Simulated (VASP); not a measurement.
Write the native input for VASP 6.6.1 that does the following.

```
Task                   : single point
Functional             : PBE
Potentials or basis    : VASP PAW PBE potentials, release 64 (B, P)
Cutoff                 : 500 eV
k mesh                 : 8 × 8 × 8
Occupations            : gaussian, width 0.1 eV
Spin                   : no spin polarisation
Dipole correction      : no
Further INCAR settings : ALGO = Normal; EDIFF = 1e-06; NBANDS = 24
```

The structure of B3P lies in POSCAR:

```
B3P
1.0
    5.2978942227      0.0000000000      0.0000000000
    0.0000000000      5.2978942227      0.0000000000
    0.0000000000      0.0000000000      5.2978942227
B P
6 2
Direct
    0.3511956519      0.0000000000      0.0000000000
    0.6488043481      0.0000000000      0.0000000000
    0.0000000000      0.3511956519      0.0000000000
    0.0000000000      0.6488043481      0.0000000000
    0.0000000000      0.0000000000      0.3511956519
    0.0000000000      0.0000000000      0.6488043481
    0.0000000000      0.0000000000      0.0000000000
    0.5000000000      0.5000000000      0.5000000000
```

The cell was built from a structure type or drawn by symmetry, and may not be a known phase.

These files were run (other wordings do the same):

INCAR

```
SYSTEM = B3P
ALGO = Normal ; EDIFF = 1E-6
ENCUT = 500 ; GGA = PE
GGA_COMPAT = .False. ; ISIF = 2
ISMEAR = 0 ; LASPH = .True.
LCHARG = .False. ; LREAL = .False.
LWAVE = .False. ; NBANDS = 24
NELM = 120 ; PREC = Accurate
SIGMA = 0.1
```

KPOINTS

```
k-points
0
Gamma
  8 8 8
  0 0 0
```

Potentials or basis: VASP PAW PBE potentials, release 64 (B, P).

Run with:

```sh
$ cat potpaw_PBE.64/B/POTCAR potpaw_PBE.64/P/POTCAR > POTCAR
$ mpirun -np 1 vasp_std > vasp.out
```

It gave:

The pressure is -0.1 GPa. The largest force is 0.027 eV/Å and the band gap on the k mesh is zero (bands 14 and 15 overlap by 0.81 eV).

Run time: 2.4 min on 1 thread of Intel(R) Xeon(R) Platinum 8259CL CPU @ 2.50GHz (Skylake/Cascade Lake) (shared host), peak memory 0.28 GiB.
